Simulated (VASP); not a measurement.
# NbAgSe2O7 (Cmcm) in VASP: further runs, part 2 of 2

VASP 6.6.1.

## 3. Electric field gradients, PBE

This run uses another cell than the first one, of 14.10 Å³/atom.

The input, INCAR:

```
SYSTEM = NbAgSe2O7
  PREC = Accurate
  ENCUT = 520
  EDIFF = 1E-8
  ISMEAR = -5
  SIGMA = 0.1
  LREAL = Auto
  LASPH = .True.
  NELM = 100
  ALGO = Normal
  ISIF = 2
  LWAVE = .False.
  LCHARG = .False.
  GGA = PE
  LEFG = .True.
  NBANDS = 95
```

The input, KPOINTS:

```
Automatic mesh
0
Gamma
  4 4 3
  0 0 0
```

The input, POSCAR:

```
NbAgSe2O7
1.0
    5.4065000000     -3.8960000000      0.0000000000
    5.4065000000      3.8960000000      0.0000000000
    0.0000000000      0.0000000000      7.3630000000
Nb Ag Se O
2 2 4 14
Direct
    0.0000000000      0.0000000000      0.5000000000
    0.0000000000      0.0000000000      0.0000000000
    0.5000000000      0.5000000000      0.0000000000
    0.5000000000      0.5000000000      0.5000000000
    0.5240530100      0.0533963506      0.2500000000
    0.4759469900      0.9466036494      0.7500000000
    0.0533963506      0.5240530100      0.7500000000
    0.9466036494      0.4759469900      0.2500000000
    0.3939070772      0.3152791572      0.2500000000
    0.6060929228      0.6847208428      0.7500000000
    0.3152791572      0.3939070772      0.7500000000
    0.6847208428      0.6060929228      0.2500000000
    0.6976266676      0.0398343613      0.4352599855
    0.3023733324      0.9601656387      0.9352599855
    0.0398343613      0.6976266676      0.5647400145
    0.9601656387      0.3023733324      0.0647400145
    0.3023733324      0.9601656387      0.5647400145
    0.6976266676      0.0398343613      0.0647400145
    0.9601656387      0.3023733324      0.4352599855
    0.0398343613      0.6976266676      0.9352599855
    0.9201964471      0.0798035529      0.7500000000
    0.0798035529      0.9201964471      0.2500000000
```

Potentials or basis: VASP PAW PBE potentials, release 64 (Nb_sv, Ag, Se, O).

Command:

```bash
cat potpaw_PBE.64/Nb_sv/POTCAR potpaw_PBE.64/Ag/POTCAR potpaw_PBE.64/Se/POTCAR potpaw_PBE.64/O/POTCAR > POTCAR
mpirun -np 1 vasp_std > vasp.out
```

OUTCAR:

```text
SYSTEM = NbAgSe2O7
   PREC = Accurate
   ENCUT = 520
   EDIFF = 1E-8
   ISMEAR = -5
   LREAL = Auto
   LASPH = .True.
   NELM = 100
   ISIF = 2
   GGA = PE

 ion  position               nearest neighbor table
   1  0.000  0.000  0.500-  21 1.94  22 1.94  17 2.00  19 2.00  13 2.00  15 2.00
   2  0.000  0.000  0.000-  21 1.94  22 1.94  18 2.00  20 2.00  14 2.00  16 2.00
   3  0.500  0.500  0.000-   9 2.44  10 2.44  11 2.44  12 2.44
   4  0.500  0.500  0.500-   9 2.44  10 2.44  11 2.44  12 2.44
   5  0.524  0.053  0.250-   9 1.69  13 1.77  18 1.77
   6  0.476  0.947  0.750-  10 1.69  14 1.77  17 1.77
   7  0.053  0.524  0.750-  11 1.69  15 1.77  20 1.77
   8  0.947  0.476  0.250-  12 1.69  16 1.77  19 1.77
   9  0.394  0.315  0.250-   5 1.69   4 2.44   3 2.44
  10  0.606  0.685  0.750-   6 1.69   4 2.44   3 2.44
  11  0.315  0.394  0.750-   7 1.69   4 2.44   3 2.44
  12  0.685  0.606  0.250-   8 1.69   4 2.44   3 2.44
  13  0.698  0.040  0.435-   5 1.77   1 2.00
  14  0.302  0.960  0.935-   6 1.77   2 2.00
  15  0.040  0.698  0.565-   7 1.77   1 2.00
  16  0.960  0.302  0.065-   8 1.77   2 2.00
  17  0.302  0.960  0.565-   6 1.77   1 2.00
  18  0.698  0.040  0.065-   5 1.77   2 2.00
  19  0.960  0.302  0.435-   8 1.77   1 2.00
  20  0.040  0.698  0.935-   7 1.77   2 2.00
  21  0.920  0.080  0.750-   1 1.94   2 1.94
  22  0.080  0.920  0.250-   1 1.94   2 1.94

  LATTYP: Found a base centered orthorhombic cell.
 ALAT       =     7.7920000000
 B/A-ratio  =     1.3877053388
 C/A-ratio  =     0.9449435318

  Lattice vectors:

 A1 = (  -5.4065000000,  -3.8960000000,   0.0000000000)
 A2 = (   5.4065000000,  -3.8960000000,   0.0000000000)
 A3 = (   0.0000000000,   0.0000000000,   7.3630000000)

Analysis of symmetry for initial positions (statically):
[... 1530 lines left out ...]
  volume of cell :      310.18
      direct lattice vectors                 reciprocal lattice vectors
     5.406500000 -3.896000000  0.000000000     0.092481273 -0.128336756  0.000000000
     5.406500000  3.896000000  0.000000000     0.092481273  0.128336756  0.000000000
     0.000000000  0.000000000  7.363000000     0.000000000  0.000000000  0.135814206

 POSITION                                       TOTAL-FORCE (eV/Angst)
 -----------------------------------------------------------------------------------
      0.00000      0.00000      3.68150        -0.000000     -0.000000     -0.000000
      0.00000      0.00000      0.00000        -0.000000     -0.000000     -0.000000
      5.40650      0.00000      0.00000        -0.000000     -0.000000     -0.000000
      5.40650      0.00000      3.68150        -0.000000     -0.000000     -0.000000
      3.12198     -1.83368      1.84075        -0.248982     -0.098679     -0.000000
      7.69102      1.83368      5.52225         0.248982      0.098679     -0.000000
[... 14 lines left out ...]
      5.40650     -3.27417      5.52225        -0.000000     -0.017212     -0.000000
      5.40650      3.27417      1.84075        -0.000000      0.017212     -0.000000
 -----------------------------------------------------------------------------------
    total drift:                               -0.000000      0.000000     -0.000000

  FREE ENERGIE OF THE ION-ELECTRON SYSTEM (eV)
  ---------------------------------------------------
  free  energy   TOTEN  =      -137.6701106080 eV

  energy  without entropy=     -137.6701106080  energy(sigma->0) =     -137.67011061

 Electric field gradients (V/A^2)
---------------------------------------------------------------------
 ion       V_xx      V_yy      V_zz      V_xy      V_xz      V_yz
---------------------------------------------------------------------
   1      56.944    56.365  -113.309    -0.000     0.000   -25.119
   2      56.944    56.365  -113.309     0.000    -0.000    25.119
   3     -44.382    90.799   -46.418    -0.000    -0.000    47.260
   4     -44.382    90.799   -46.418    -0.000     0.000   -47.260
   5    -299.683    59.470   240.213  -127.285     0.000    -0.000
   6    -299.683    59.470   240.213  -127.285    -0.000     0.000
[... 14 lines left out ...]
  21       7.192     7.219   -14.412    -0.000     0.000     0.000
  22       7.192     7.219   -14.412     0.000     0.000    -0.000
---------------------------------------------------------------------

 Electric field gradients after diagonalization (V/A^2)
 (convention: |V_zz| > |V_xx| > |V_yy|)
----------------------------------------------------------------------
 ion       V_xx      V_yy      V_zz     asymmetry (V_yy - V_xx)/ V_zz
----------------------------------------------------------------------
   1      60.005    56.944  -116.949       0.026
   2      60.005    56.944  -116.949       0.026
   3     -61.120   -44.382   105.502       0.159
   4     -61.120   -44.382   105.502       0.159
   5     240.213   100.005  -340.218       0.412
   6     240.213   100.005  -340.218       0.412
[... 14 lines left out ...]
  21       7.219     7.192   -14.412       0.002
  22       7.219     7.192   -14.412       0.002
----------------------------------------------------------------------

           NMR quadrupolar parameters

 Cq : quadrupolar parameter    Cq=e*Q*V_zz/h
 eta: asymmetry parameters     (V_yy - V_xx)/ V_zz
 Q  : nuclear electric quadrupole moment in mb (millibarn)
----------------------------------------------------------------------
 ion       Cq(MHz)       eta       Q (mb)
----------------------------------------------------------------------
   1      -0.283       0.026       1.000
   2      -0.283       0.026       1.000
   3       0.255       0.159       1.000
   4       0.255       0.159       1.000
   5      -0.823       0.412       1.000
   6      -0.823       0.412       1.000
[... 14 lines left out ...]
  21      -0.035       0.002       1.000
  22      -0.035       0.002       1.000
----------------------------------------------------------------------
```

OSZICAR:

```text
N       E                     dE             d eps       ncg     rms          rms(c)
DAV:   1     0.137139312179E+04    0.13714E+04   -0.83149E+04  2660   0.158E+03
DAV:   2    -0.225355981726E+02   -0.13939E+04   -0.13397E+04  3352   0.446E+02
DAV:   3    -0.160332999979E+03   -0.13780E+03   -0.13615E+03  3704   0.147E+02
[... 11 lines left out ...]
DAV:  15    -0.137670107972E+03   -0.14018E-04   -0.29135E-05  3240   0.211E-02    0.112E-02
DAV:  16    -0.137670110255E+03   -0.22822E-05   -0.34791E-06  4056   0.996E-03    0.446E-03
DAV:  17    -0.137670110467E+03   -0.21197E-06   -0.12441E-06  3368   0.431E-03    0.234E-03
DAV:  18    -0.137670110633E+03   -0.16612E-06   -0.18481E-07  3696   0.192E-03    0.935E-04
DAV:  19    -0.137670110599E+03    0.33257E-07   -0.46662E-08  2816   0.105E-03    0.389E-04
DAV:  20    -0.137670110608E+03   -0.85929E-08   -0.19455E-08  1888   0.635E-04
   1 F= -.13767011E+03 E0= -.13767011E+03  d E =0.000000E+00
```

Wall time 15 min (1 thread of Intel Xeon Platinum 8259CL at 2.50GHz (Skylake/Cascade Lake), shared host); peak memory 0.53 GiB.

Results:

- Free energy: -137.6701 eV
- Pressure: 2.6 GPa
- Largest force: 0.268 eV/Å
- Band gap on the k mesh: 1.55 eV
- Largest electric field gradient by atom: Nb -116.9; Ag +105.5; Se -340.2; O +126.5, +125.1, -14.4 (each value once) V/Å²

Forces on the atoms (eV/Å):
```
Nb   0.000  0.000  0.000
Nb   0.000  0.000  0.000
Ag   0.000  0.000  0.000
Ag   0.000  0.000  0.000
Se  -0.249 -0.099  0.000
Se   0.249  0.099  0.000
Se  -0.249  0.099  0.000
Se   0.249 -0.099  0.000
O    0.112  0.210  0.000
O   -0.112 -0.210  0.000
O    0.112 -0.210  0.000
O   -0.112  0.210  0.000
O    0.088 -0.054  0.096
O   -0.088  0.054  0.096
O    0.088  0.054 -0.096
O   -0.088 -0.054 -0.096
O   -0.088  0.054 -0.096
O    0.088 -0.054 -0.096
O   -0.088 -0.054  0.096
O    0.088  0.054  0.096
O    0.000 -0.017  0.000
O    0.000  0.017  0.000
```

Stress tensor (GPa, compression positive):
```
2.74 0.00 0.00
0.00 3.16 0.00
0.00 0.00 1.95
```

Electric field gradients, principal values (V/Å²):
| atom | least | middle | greatest (by size) |
| --- | --- | --- | --- |
| 1 Nb | 56.944 | 60.005 | -116.949 |
| 2 Nb | 56.944 | 60.005 | -116.949 |
| 3 Ag | -44.382 | -61.120 | 105.502 |
| 4 Ag | -44.382 | -61.120 | 105.502 |
| 5 Se | 100.005 | 240.213 | -340.218 |
| 6 Se | 100.005 | 240.213 | -340.218 |
| 7 Se | 100.005 | 240.213 | -340.218 |
| 8 Se | 100.005 | 240.213 | -340.218 |
| 9 O | -49.328 | -77.123 | 126.452 |
| 10 O | -49.328 | -77.123 | 126.452 |
| 11 O | -49.328 | -77.123 | 126.452 |
| 12 O | -49.328 | -77.123 | 126.452 |
| 13 O | -54.001 | -71.113 | 125.114 |
| 14 O | -54.001 | -71.113 | 125.114 |
| 15 O | -54.001 | -71.113 | 125.114 |
| 16 O | -54.001 | -71.113 | 125.114 |
| 17 O | -54.001 | -71.113 | 125.114 |
| 18 O | -54.001 | -71.113 | 125.114 |
| 19 O | -54.001 | -71.113 | 125.114 |
| 20 O | -54.001 | -71.113 | 125.114 |
| 21 O | 7.192 | 7.219 | -14.412 |
| 22 O | 7.192 | 7.219 | -14.412 |

Caveat: without QUAD_EFG the Cq values of the log hold for a quadrupole moment of 1 mb, not for the nuclei. A k mesh can miss the band edges.
